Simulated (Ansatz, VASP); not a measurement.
# Two plane-wave programs on Ti

POSCAR

```
Ti
1.0
    2.9942478283      0.0000000000      0.0000000000
   -1.4971239141      2.5930946845      0.0000000000
    0.0000000000      0.0000000000      4.6157100000
Ti
2
Direct
    0.3333333333      0.6666666667      0.2500000000
    0.6666666667      0.3333333333      0.7500000000
```

Contents of INCAR.step1:

```
PREC = Accurate
ENCUT = 520
ISMEAR = 0
SIGMA = 0.15
LREAL = False
LASPH = True
NELM = 80
NBANDS = 19
GGA = PE
ALGO = Normal
EDIFF = 1E-4
LWAVE = True
LCHARG = False
```

Contents of INCAR.step2:

```
PREC = Accurate
ENCUT = 520
EDIFF = 1E-7
ISMEAR = 0
SIGMA = 0.15
LREAL = False
LASPH = True
NELM = 80
ALGO = Normal
ISIF = 2
LWAVE = False
LCHARG = False
METAGGA = R2SCAN
LMIXTAU = True
NBANDS = 19
ISTART = 1
```

The input KPOINTS:

```
regular mesh
0
Gamma
  18 18 10
```

Input for Ansatz:

```yaml
crystal:
  lattice:
    - [2.9942478283, 0.0, 0.0]
    - [-1.4971239141, 2.5930946845, 0.0]
    - [0.0, 0.0, 4.61571]
  atoms:
    - { symbol: Ti, position: [0.3333333333, 0.6666666667, 0.25] }
    - { symbol: Ti, position: [0.6666666667, 0.3333333333, 0.75] }
basis:
  ecutwfc: 500
kpoints:
  mp_grid: { grid: [18, 18, 10] }
hamiltonian:
  xc: r2scan
scf:
  occupations: { method: gaussian, width: 0.15 }
output:
  forces: true
  stress: true
  eigenvalues: true
```

Change from the starting cell: strain +0.015 along x and y, -0.015 along z, atoms carried along.

Alike in both runs: task single point; functional r2SCAN; k mesh 18 × 18 × 10; occupations gaussian, width 0.15 eV; no spin polarisation.

```csv
,VASP,Ansatz
version,VASP 6.6.1,Ansatz 0.2.0
potentials or method,"VASP PAW PBE potentials, release 64 (Ti_sv), cutoff 520 eV","scalar-relativistic, plane waves, PAW"
valence electrons in the cell,24,24
```

```tsv
	VASP	Ansatz	Ansatz less VASP
gap on the k mesh at the Fermi level (eV)	none	none	-
pressure (GPa)	-3.5	-3.8	-0.34
traceless stress, the component that is largest in VASP (GPa)	1.90	1.89	-0.009
```

VASP's potentials were made for PBE, not for r2SCAN. A gap of «none» marks a metal or a gap that the smearing closes.
